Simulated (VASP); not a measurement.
# Ga (Pm-3m) in VASP: single point with PBEsol

Aim: the single point of Ga with PBEsol.

Everything below comes from runs of VASP 6.6.1. Logs are shortened: lines on timing, memory, paths and dates and some standing lists are left out, and cuts for length are marked.

**1. The cell of the first run**

Symmetry: Pm-3m, No. 221, cubic system. The conventional cell has a = 3.913 Å, b = 3.913 Å, c = 3.913 Å, α = 90.00°, β = 90.00°, γ = 90.00°. Ga (site symmetry m-3m) has 6 Ga at 3.91 Å within 5.1 Å.

**2. Single point, PBEsol**

INCAR

```
PREC = Accurate ; ENCUT = 500
EDIFF = 1E-6 ; ISMEAR = 1
SIGMA = 0.1 ; LREAL = F
LASPH = T ; NELM = 120
ALGO = Normal ; ISIF = 2
LWAVE = F ; LCHARG = F
GGA = PS ; NBANDS = 12
GGA_COMPAT = F
```

KPOINTS

```
regular mesh
0
Gamma
  6 6 6
```

POSCAR

```
Ga
1.0
    3.9134600000      0.0000000000      0.0000000000
    0.0000000000      3.9134600000      0.0000000000
    0.0000000000      0.0000000000      3.9134600000
Ga
1
Direct
    0.0000000000      0.0000000000      0.0000000000
```

Potentials or basis: VASP PAW PBE potentials, release 64 (Ga_d).

Started as:

```bash
cat potpaw_PBE.64/Ga_d/POTCAR > POTCAR
mpirun -np 1 vasp_std > vasp.out
```

OUTCAR:

```text
PREC = Accurate
   ENCUT = 500
   EDIFF = 1E-6
   ISMEAR = 1
   LREAL = F
   LASPH = T
   NELM = 120
   ISIF = 2
   GGA = PS

 ion  position               nearest neighbor table
   1  0.000  0.000  0.000-

  LATTYP: Found a simple cubic cell.
 ALAT       =     3.9134600000

  Lattice vectors:

 A1 = (   3.9134600000,   0.0000000000,   0.0000000000)
 A2 = (   0.0000000000,   3.9134600000,   0.0000000000)
 A3 = (   0.0000000000,   0.0000000000,   3.9134600000)

Analysis of symmetry for initial positions (statically):
=====================================================================
 Subroutine PRICEL returns:
 Original cell was already a primitive cell.

 Routine SETGRP: Setting up the symmetry group for a
 simple cubic supercell.

 Subroutine GETGRP returns: Found 48 space group operations
 (whereof 48 operations were pure point group operations)
 out of a pool of 48 trial point group operations.

The static configuration has the point symmetry O_h .

Analysis of symmetry for dynamics (positions and initial velocities):
=====================================================================
 Subroutine PRICEL returns:
 Original cell was already a primitive cell.

 Routine SETGRP: Setting up the symmetry group for a
 simple cubic supercell.

 Subroutine GETGRP returns: Found 48 space group operations
 (whereof 48 operations were pure point group operations)
 out of a pool of 48 trial point group operations.

The dynamic configuration has the point symmetry O_h .

 Subroutine INISYM returns: Found 48 space group operations
 (whereof 48 operations are pure point group operations),
 and found     1 'primitive' translations

----------------------------------------------------------------------------------------

                                     Primitive cell

  volume of cell :      59.9353

  direct lattice vectors                    reciprocal lattice vectors
     3.913460000  0.000000000  0.000000000     0.255528356  0.000000000  0.000000000
     0.000000000  3.913460000  0.000000000     0.000000000  0.255528356  0.000000000
     0.000000000  0.000000000  3.913460000     0.000000000  0.000000000  0.255528356

  length of vectors
     3.913460000  3.913460000  3.913460000     0.255528356  0.255528356  0.255528356

  position of ions in fractional coordinates (direct lattice)
     0.000000000  0.000000000  0.000000000

  ion indices of the primitive-cell ions
   primitive index   ion index
                 1           1

----------------------------------------------------------------------------------------

 KPOINTS: regular mesh

Automatic generation of k-mesh.
 Grid dimensions read from file:
 generate k-points for:    6    6    6

 Generating k-lattice:

  Cartesian coordinates                     Fractional coordinates (reciprocal lattice)
     0.042588059  0.000000000  0.000000000     0.166666667  0.000000000  0.000000000
     0.000000000  0.042588059  0.000000000     0.000000000  0.166666667  0.000000000
     0.000000000  0.000000000  0.042588059     0.000000000  0.000000000  0.166666667

  Length of vectors
     0.042588059  0.042588059  0.042588059

  Shift w.r.t. Gamma in fractional coordinates (k-lattice)
     0.000000000  0.000000000  0.000000000

 Subroutine IBZKPT returns following result:
 ===========================================

 Found     20 irreducible k-points:

 Following reciprocal coordinates:
            Coordinates               Weight
  0.000000  0.000000  0.000000      1.000000
  0.166667  0.000000  0.000000      6.000000
  0.333333  0.000000  0.000000      6.000000
  0.500000  0.000000  0.000000      3.000000
  0.166667  0.166667  0.000000     12.000000
  0.333333  0.166667  0.000000     24.000000
[... 12 lines left out ...]
  0.500000  0.500000  0.333333      6.000000
  0.500000  0.500000  0.500000      1.000000
   k-points           NKPTS =     20   k-points in BZ     NKDIM =     20   number of bands    NBANDS=     12
   number of dos      NEDOS =    301   number of ions     NIONS =      1
   total plane-waves  NPLWV =  27000
   dimension x,y,z NGX =    30 NGY =   30 NGZ =   30
   dimension x,y,z NGXF=    60 NGYF=   60 NGZF=   60
   ions per type =               1
   NGX,Y,Z   is equivalent  to a cutoff of  12.74, 12.74, 12.74 a.u.
   NGXF,Y,Z  is equivalent  to a cutoff of  25.49, 25.49, 25.49 a.u.
 SYSTEM =  unknown system
   PREC   = accura    normal or accurate (medium, high low for compatibility)
   ISTART =      0    job   : 0-new  1-cont  2-samecut
   ICHARG =      2    charge: 1-file 2-atom 10-const
   ISPIN  =      1    spin polarized calculation?
   LNONCOLLINEAR =      F non collinear calculations
   LSORBIT =      F    spin-orbit coupling
   LASPH  =      T    aspherical Exc in radial PAW
   ENCUT  =  500.0 eV  36.75 Ry    6.06 a.u.   7.14  7.14  7.14*2*pi/ulx,y,z
   NELM   =    120;   NELMIN=  2; NELMDL= -5     # of ELM steps
   EDIFF  = 0.1E-05   stopping-criterion for ELM
   LREAL  =      F    real-space projection
   EDIFFG = 0.1E-04   stopping-criterion for IOM
   NSW    =      0    number of steps for IOM
   IBRION =     -1    ionic relax: 0-MD 1-quasi-New 2-CG
   NFREE  =      0    steps in history (QN), initial steepest desc. (CG)
   ISIF   =      2    stress and relaxation
   ISYM   =      2    0-nonsym 1-usesym 2-fastsym
   POTIM  = 0.5000    time-step for ionic-motion
   TEBEG  =    0.0;   TEEND  =   0.0 temperature during run
   PSTRESS=    0.0 pullay stress
   NELECT =      13.0000    total number of electrons
   NUPDOWN=      -1.0000    fix difference up-down
   EMIN   =  10.00;   EMAX   =-10.00  energy-range for DOS
   EFERMI =   0.00;   METHOD = LEGACY
   ISMEAR =     1;   SIGMA  =   0.10  broadening in eV -4-tet -1-fermi 0-gaus
   EFERMI_NEDOS =   21; number of points for ismear=-14 and -15
   IALGO  =     38    algorithm
   IMIX   =      4    mixing-type and parameters
     AMIX     =   0.40;   BMIX     =  1.00
     AMIX_MAG =   1.60;   BMIX_MAG =  1.00
  volume/ion in A,a.u.               =      59.94       404.46
  Fermi-wavevector in a.u.,A,eV,Ry     =   0.983622  1.858777 13.163812  0.967513
  Thomas-Fermi vector in A             =   2.114794
   LORBIT       =      0    0 simple, 1 ext, 2 COOP (PROOUT), +10 PAW based schemes
   GGA     = PS    functional components
   LHFCALC =     F    Hartree Fock is set to
   AEXX    =    0.0000 exact exchange contribution
   IVDW    =     0    specifies the selected vdW correction
   LEPSILON=     F    determine dielectric tensor
   LRPA    =     F    only Hartree local field effects (RPA)
 non-spin polarized calculation
 Methfessel and Paxton  Order N= 1 SIGMA  =   0.10
  energy-cutoff  :      500.00
  volume of cell :       59.94
 maximum number of plane-waves:      1568
 NGX is ok and might be reduce to    30
   NGX = 15   NGY = 15   NGZ = 15

 number of electron      12.9999988 magnetization

 Free energy of the ion-electron system (eV)
  ---------------------------------------------------
  ext. energy  EPLUGINS =         0.00000000
  ---------------------------------------------------
  free energy    TOTEN  =        -1.65936796 eV

  energy without entropy =       -1.65773047  energy(sigma->0) =       -1.65882213

 E-fermi :  -0.5592     XC(G=0):  -6.4340

 val. band max:       -0.6254216234   @ k =   0.5000   0.5000   0.0000
 cond. band min:      -0.5467296799   @ k =   0.3333   0.1667   0.1667
 fundamental gap:      0.0786919435
 Fermi energy:        -0.5592174292

 k-point     1 :       0.0000    0.0000    0.0000
  band No.  band energies     occupation
      1     -16.0339      2.00000
      2     -16.0339      2.00000
      3     -16.0103      2.00000
      4     -16.0103      2.00000
      5     -16.0103      2.00000
      6      -7.0731      2.00000
      7       2.7066      0.00000
      8       2.7066      0.00000
      9       2.7066      0.00000
     10       4.2851      0.00000
     11       6.2555      0.00000
     12       6.2555      0.00000

 k-point     2 :       0.1667    0.0000    0.0000
  band No.  band energies     occupation
      1     -16.0337      2.00000
      2     -16.0288      2.00000
      3     -16.0117      2.00000
      4     -16.0117      2.00000
      5     -16.0102      2.00000
      6      -6.8903      2.00000
      7       0.9633     -0.00000
      8       2.8646      0.00000
      9       2.8646      0.00000
     10       5.0015      0.00000
     11       6.4895      0.00000
     12       7.9505      0.00000

 k-point     3 :       0.3333    0.0000    0.0000
  band No.  band energies     occupation
      1     -16.0332      2.00000
      2     -16.0187      2.00000
      3     -16.0147      2.00000
      4     -16.0147      2.00000
      5     -16.0099      2.00000
      6      -6.4385      2.00000
      7      -0.9503      2.00000
      8       3.2326      0.00000
      9       3.2326      0.00000
     10       5.8328      0.00000
     11       7.1362      0.00000
     12       8.8226      0.00000
[... 226 lines left out ...]
 k-point    19 :       0.5000    0.5000    0.3333
  band No.  band energies     occupation
      1     -16.0228      2.00000
      2     -16.0208      2.00000
      3     -16.0208      2.00000
      4     -16.0070      2.00000
      5     -16.0018      2.00000
      6      -4.7089      2.00000
      7       0.0359     -0.00000
      8       0.0359     -0.00000
      9       1.0849     -0.00000
     10       4.0331      0.00000
     11       5.6605      0.00000
     12       5.6605      0.00000

 k-point    20 :       0.5000    0.5000    0.5000
  band No.  band energies     occupation
      1     -16.0225      2.00000
      2     -16.0225      2.00000
      3     -16.0225      2.00000
      4     -16.0017      2.00000
      5     -16.0017      2.00000
      6      -4.4549      2.00000
      7       0.3455     -0.00000
      8       0.3455     -0.00000
      9       0.3455     -0.00000
     10       4.8258      0.00000
     11       4.8258      0.00000
     12       4.8258      0.00000

------------------------ aborting loop because EDIFF is reached ----------------------------------------

  FORCE on cell =-STRESS in cart. coord.  units (eV):
  Direction    XX          YY          ZZ          XY          YZ          ZX
  --------------------------------------------------------------------------------------
  -------------------------------------------------------------------------------------
  Total       -1.5009053     -1.5009053     -1.5009053     -0.0000000      0.0000000     -0.0000000
  in kB      -40.1218701    -40.1218701    -40.1218701     -0.0000000      0.0000000     -0.0000000
  external PRESSURE =     -40.1218701 kB  Pullay stress =       0.0000000 kB

 VOLUME and BASIS-vectors are now :
 -----------------------------------------------------------------------------
  energy-cutoff  :      500.00
  volume of cell :       59.94
      direct lattice vectors                 reciprocal lattice vectors
     3.913460000  0.000000000  0.000000000     0.255528356  0.000000000  0.000000000
     0.000000000  3.913460000  0.000000000     0.000000000  0.255528356  0.000000000
     0.000000000  0.000000000  3.913460000     0.000000000  0.000000000  0.255528356

 POSITION                                       TOTAL-FORCE (eV/Angst)
 -----------------------------------------------------------------------------------
      0.00000      0.00000      0.00000         0.000000      0.000000      0.000000
 -----------------------------------------------------------------------------------
    total drift:                                0.000000      0.000000     -0.000000

  FREE ENERGIE OF THE ION-ELECTRON SYSTEM (eV)
  ---------------------------------------------------
  free  energy   TOTEN  =        -1.6593679644 eV

  energy  without entropy=       -1.6577304669  energy(sigma->0) =       -1.65882213
```

Wall time 5.1 s (1 thread of Intel Xeon 6975P-C (Granite Rapids), shared host); peak memory 0.16 GiB.

Results:

```
Free energy : -1.6594 eV
Pressure    : -4.0 GPa
```

Caveat: the PAW data sets were made with another functional, which shifts forces and pressure a little.
